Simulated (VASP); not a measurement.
# MgO in VASP: further runs, part 2 of 2

VASP 6.6.1. Earlier steps stand in the parts before.

**5. Single point, HSE06 (epitaxial xy strain -1.1%)**

Contents of POSCAR:

```
MgO
1.0
    0.0000000000      2.2562189984      2.3177227129
    2.2562189984      0.0000000000      2.3177227129
    2.2562189984      2.2562189984      0.0000000000
Mg O
1 1
Direct
    0.0000000000      0.0000000000      0.0000000000
    0.2500000000      0.2500000000      0.2500000000
```

Contents of INCAR.step1:

```
SYSTEM = MgO
PREC = Accurate ; ENCUT = 520
EDIFF = 1E-5 ; ISMEAR = 0
SIGMA = 0.01 ; LREAL = .False.
LASPH = .True. ; NELM = 100
ALGO = Normal ; ISIF = 2
LWAVE = .True. ; GGA = PE
NBANDS = 11
```

Contents of INCAR.step2:

```
SYSTEM = MgO
PREC = Accurate ; ENCUT = 520
EDIFF = 1E-6 ; ISMEAR = 0
SIGMA = 0.01 ; LREAL = .False.
LASPH = .True. ; NELM = 100
ALGO = Normal ; ISIF = 2
LWAVE = .False. ; LCHARG = .True.
GGA = PE ; LHFCALC = .True.
HFSCREEN = 0.2079 ; PRECFOCK = Normal
LELF = .True. ; LVHAR = .True.
ISTART = 1 ; NBANDS = 11
```

Contents of KPOINTS:

```
Automatic mesh
0
Gamma
  6 6 6
  0 0 0
```

Launch:

```
cat potpaw_PBE.64/Mg/POTCAR potpaw_PBE.64/O/POTCAR > POTCAR
cp INCAR.step1 INCAR
mpirun -np 1 vasp_std > vasp.out
cp INCAR.step2 INCAR
mpirun -np 1 vasp_std > vasp.out
```

Run time: 20 min. Hardware: 1 thread of Intel Xeon Platinum 8375C at 2.90GHz (Ice Lake), shared host; peak memory 0.26 GiB.

The run converged. Its results:

| Quantity | Value |
| --- | --- |
| Free energy | -13.9384 eV |
| Pressure | 0.8 GPa |
| Band gap on the k mesh | 5.26 eV |

Stress tensor (GPa, compression positive):
```
 1.24  0.00  0.00
 0.00  1.24  0.00
 0.00  0.00 -0.12
```

Levels at points of the mesh, in eV from the valence-band top:
```tsv
k point	band 1	band 2	band 3	band 4	band 5	band 6	band 7	band 8
(0.00, 0.00, 0.00)	-17.42	-0.06	0.00	0.00	5.26	18.87	18.88	18.88
(0.50, 0.00, 0.00)	-16.71	-3.26	-0.30	-0.17	10.62	11.64	16.34	16.81
(0.50, 0.50, 0.00)	-16.52	-2.81	-0.75	-0.75	7.90	13.47	16.24	19.15
(0.50, 0.00, 0.50)	-16.48	-2.68	-0.89	-0.87	7.90	13.40	16.46	18.56
```

Caveat: the cell differs from its parent crystal (epitaxial xy strain -1.1%); the PAW data sets were made with another functional, which shifts forces and pressure a little.

**6. Single point, HSE06 (shear xy strain -0.3%)**

Contents of POSCAR:

```
MgO
1.0
   -0.0035371088      2.2820056624      2.2820056624
    2.2820056624     -0.0035371088      2.2820056624
    2.2784685536      2.2784685536      0.0000000000
Mg O
1 1
Direct
   -0.0002776021     -0.0002776021      0.0002776021
    0.2502776021      0.2502776021      0.2497223979
```

Contents of INCAR.step1:

```
PREC     = Accurate       # precision mode
ENCUT    = 520            # plane-wave cutoff, eV
EDIFF    = 1E-5           # SCF threshold, eV
ISMEAR   = 0              # smearing method
SIGMA    = 0.01           # smearing width, eV
LREAL    = False          # projectors in reciprocal space
LASPH    = True           # aspherical terms in the spheres
NELM     = 100            # most SCF steps
ALGO     = Normal         # electronic algorithm
ISIF     = 2              # what is computed and relaxed
LWAVE    = True           # write WAVECAR
LCHARG   = False          # write CHGCAR
GGA      = PE             # functional
NBANDS   = 11             # bands
```

Contents of INCAR.step2:

```
PREC     = Accurate       # precision mode
ENCUT    = 520            # plane-wave cutoff, eV
EDIFF    = 1E-7           # SCF threshold, eV
ISMEAR   = 0              # smearing method
SIGMA    = 0.01           # smearing width, eV
LREAL    = False          # projectors in reciprocal space
LASPH    = True           # aspherical terms in the spheres
NELM     = 100            # most SCF steps
ALGO     = Normal         # electronic algorithm
ISIF     = 2              # what is computed and relaxed
LWAVE    = False          # write WAVECAR
LCHARG   = False          # write CHGCAR
GGA      = PE             # functional
LHFCALC  = True           # exact exchange
HFSCREEN = 0.2079         # screening, 1/A
PRECFOCK = Normal       
ISTART   = 1            
NBANDS   = 11             # bands
```

Contents of KPOINTS:

```
regular mesh
0
Gamma
  6 6 6
```

Potentials or basis: VASP PAW PBE potentials, release 64 (Mg, O).

Launch:

```
cat potpaw_PBE.64/Mg/POTCAR potpaw_PBE.64/O/POTCAR > POTCAR
cp INCAR.step1 INCAR
mpirun -np 1 vasp_std > vasp.out
cp INCAR.step2 INCAR
mpirun -np 1 vasp_std > vasp.out
```

Run time: 45 min. Hardware: 1 thread of Intel Xeon Platinum 8375C at 2.90GHz (Ice Lake), shared host; peak memory 0.26 GiB.

The run converged. Its results:

```
Free energy            : -13.9406 eV
Pressure               : -0.1 GPa
Band gap on the k mesh : 5.23 eV
```

Stress tensor (GPa, compression positive):
```
-0.09  0.28  0.00
 0.28 -0.09  0.00
 0.00  0.00 -0.09
```

Levels at points of the mesh, in eV from the valence-band top:
```tsv
k point	band 1	band 2	band 3	band 4	band 5	band 6	band 7	band 8
(0.00, 0.00, 0.00)	-17.39	-0.02	-0.01	0.00	5.23	18.76	18.80	18.84
(0.50, 0.00, 0.00)	-16.69	-3.23	-0.22	-0.21	10.59	11.59	16.52	16.55
(0.50, 0.50, 0.00)	-16.48	-2.69	-0.83	-0.81	7.89	13.41	16.28	18.84
(0.00, 0.00, 0.50)	-16.68	-3.22	-0.23	-0.22	10.59	11.60	16.48	16.52
(0.50, 0.00, 0.50)	-16.48	-2.69	-0.82	-0.82	7.89	13.41	16.28	18.87
```

Caveat: the cell differs from its parent crystal (shear xy strain -0.3%); the PAW data sets were made with another functional, which shifts forces and pressure a little.

**7. The runs side by side**

| level | cell | k mesh | smearing | grid for exact exchange (PRECFOCK) | share of exact exchange | screening parameter | gap on the mesh (eV) | pressure (GPa) |
| --- | --- | --- | --- | --- | --- | --- | --- | --- |
| PBE | a = 3.227, b = 3.227, c = 3.222 Å, angles 60.1, 60.1, 60.1°, 2 atoms | 10 × 10 × 10 | fermi-dirac 0.02 eV | - | - | - | 3.63 | 3.5 |
| r2SCAN | a = 3.227, b = 3.227, c = 3.222 Å, angles 60.1, 60.1, 60.1°, 2 atoms | 10 × 10 × 10 | gaussian 0.01 eV | - | - | - | 4.31 | -0.5 |
| HSE06 | a = 3.335 Å, angles 60.0°, 2 atoms | 6 × 6 × 6 | gaussian 0.01 eV | Normal | 0.25 | 0.2079 1/Å | 4.64 | -10.4 |
| HSE06 | a = 3.235, b = 3.235, c = 3.191 Å, angles 60.4, 60.4, 59.1°, 2 atoms | 6 × 6 × 6 | gaussian 0.01 eV | Normal | 0.25 | 0.2079 1/Å | 5.26 | 0.8 |
| HSE06 | a = 3.227, b = 3.227, c = 3.222 Å, angles 60.1, 60.1, 60.1°, 2 atoms | 6 × 6 × 6 | gaussian 0.01 eV | Normal | 0.25 | 0.2079 1/Å | 5.23 | -0.1 |

Alike in all rows: task single point; potentials or basis VASP PAW PBE potentials, release 64 (Mg, O); no spin polarisation; cutoff (eV) 520.

Caveats: the PAW data sets were made with another functional, which shifts forces and pressure a little (at least some runs); the cell stands under pressure (at least some runs); the cell stands under tension (at least some runs).

Total energies depend on the potentials used, so only differences within one code and one set of settings carry meaning.
